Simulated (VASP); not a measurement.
Set up this calculation in VASP 6.6.1, as the native input.

```yaml
Task: electric field gradients
Functional: r2SCAN
Potentials_or_basis: VASP PAW PBE potentials, release 64 (Al, Au)
Cutoff: 520 eV
k_mesh: 14 × 14 × 14
Occupations: fermi-dirac, width 0.05 eV
Spin: no spin polarisation
Dipole_correction: no
Further_INCAR_settings: ALGO = Normal; EDIFF = 1e-08; NBANDS = 20
```

AlAu2:

```
Al Au
1.0
    -1.67151    1.67151    4.39908
     1.67151   -1.67151    4.39908
     1.67151    1.67151   -4.39908
Al Au
1 2
Direct
  0.00000 0.00000 0.00000
  0.65627 0.65627 0.00000
  0.34373 0.34373 0.00000
```

The input as run:

POSCAR

```
AlAu2
1.0
   -1.6715144750      1.6715144750      4.3990752400
    1.6715144750     -1.6715144750      4.3990752400
    1.6715144750      1.6715144750     -4.3990752400
Al Au
1 2
Direct
    0.0000000000      0.0000000000      0.0000000000
    0.6562728000      0.6562728000      0.0000000000
    0.3437272000      0.3437272000      0.0000000000
```

INCAR.step1

```
PREC = Accurate
ENCUT = 520
ISMEAR = -1
SIGMA = 0.05
LREAL = False
LASPH = True
NELM = 100
NBANDS = 20
GGA = PE
ALGO = Normal
EDIFF = 1E-4
LWAVE = True
LCHARG = False
```

INCAR.step2

```
PREC = Accurate
ENCUT = 520
EDIFF = 1E-8
ISMEAR = -1
SIGMA = 0.05
LREAL = False
LASPH = True
NELM = 100
ALGO = Normal
ISIF = 2
LWAVE = False
LCHARG = False
METAGGA = R2SCAN
LMIXTAU = True
LEFG = True
NBANDS = 20
ISTART = 1
```

KPOINTS

```
regular mesh
0
Gamma
  14 14 14
```

Potentials or basis: VASP PAW PBE potentials, release 64 (Al, Au).

Run with:

```bash
$ cat potpaw_PBE.64/Al/POTCAR potpaw_PBE.64/Au/POTCAR > POTCAR
$ cp INCAR.step1 INCAR
$ mpirun -np 1 vasp_std > vasp.out
$ cp INCAR.step2 INCAR
$ mpirun -np 1 vasp_std > vasp.out
```

Results of the run:

```
Pressure      : -0.1 GPa
Largest force : 0.020 eV/Å
```

Caveat: without QUAD_EFG the Cq values of the log hold for a quadrupole moment of 1 mb, not for the nuclei; the PAW data sets were made with another functional, which shifts forces and pressure a little.

Wall time 21 min on 1 thread of AMD EPYC 9R45 96-Core Processor (Zen 5) (shared host), peak memory 0.39 GiB.
